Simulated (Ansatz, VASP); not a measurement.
## TiO2: VASP beside Ansatz

```
Ti O
1.0
     6.00695    0.00000    0.00000
    -3.00347    5.20217    0.00000
     0.00000    0.00000    6.06023
Ti O
3 6
Direct
  0.46617 0.00000 0.33333
  0.00000 0.46617 0.66667
  0.53383 0.53383 0.00000
  0.41894 0.27174 0.21360
  0.72826 0.14720 0.54693
  0.85280 0.58106 0.88027
  0.27174 0.41894 0.78640
  0.14720 0.72826 0.45307
  0.58106 0.85280 0.11973
```

Change from the starting cell: strain +0.080 along x and y, +0.000 along z, atoms carried along.

Alike in both runs: task single point; functional r2SCAN; k mesh 6 × 6 × 4; occupations gaussian, width 0.05 eV; no spin polarisation.

|  | VASP | Ansatz |
| --- | --- | --- |
| version | VASP 6.6.1 | Ansatz 0.2.0 |
| potentials or method | VASP PAW PBE potentials, release 64 (Ti_sv, O), cutoff 520 eV | scalar-relativistic, plane waves, PAW |
| valence electrons in the cell | 72 | 72 |

```csv
,VASP,Ansatz,Ansatz less VASP
gap on the k mesh at the Fermi level (eV),3.24,3.24,-0.003
least direct gap on the mesh (eV),3.32,3.31,-0.006
pressure (GPa),-14.2,-14.7,-0.51
"traceless stress, the component that is largest in VASP (GPa)",2.58,2.58,+0.003
rms of the force components (eV/Å),0.604,0.627,+0.0233
```

VASP's potentials were made for PBE, not for r2SCAN. Atom by atom the forces differ by 0.033 eV/Å (rms over components).
